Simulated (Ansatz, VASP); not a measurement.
**Two plane-wave programs on Fe**

```
Fe
1.0
    -1.21073    1.80495    3.73524
     1.21073   -1.80495    3.73524
     1.21073    1.80495   -3.73524
Fe
3
Direct
  0.83325 0.83325 0.00000
  0.16675 0.16675 0.00000
  0.50000 0.50000 0.00000
```

Alike in both runs: task relaxation of cell and atoms; functional PBE; k mesh 8 × 8 × 8; occupations gaussian, width 0.1 eV; collinear spin.

|  | VASP | Ansatz |
| --- | --- | --- |
| version | VASP 6.6.1 | Ansatz 0.2.0 |
| potentials or method | VASP PAW PBE potentials, release 64 (Fe), cutoff 600 eV | scalar-relativistic, plane waves, PAW |
| valence electrons in the cell | 24 | 48 |

```tsv
	VASP	Ansatz	Ansatz less VASP
gap on the k mesh at the Fermi level, each at its own relaxed structure (eV)	none	none	-
net moment per atom (μB)	0.46	0.46	+0.004
size of the moment on the site where the two differ most (μB)	1.71	1.64	-0.069
relaxed volume (Å³/atom)	10.80	10.81	+0.017
relaxed length of the cell vector where the two differ most in proportion (Å)	4.308	4.309	+0.0009
```

Site moments also hang on the region over which each program counts them. A gap of «none» marks a metal or a gap that the smearing closes. VASP's potentials hold 24 valence electrons a cell and Ansatz's 48, so a difference there can come from the potentials and not from the codes.

The k mesh is coarse, so the values compare programs but aren't converged.
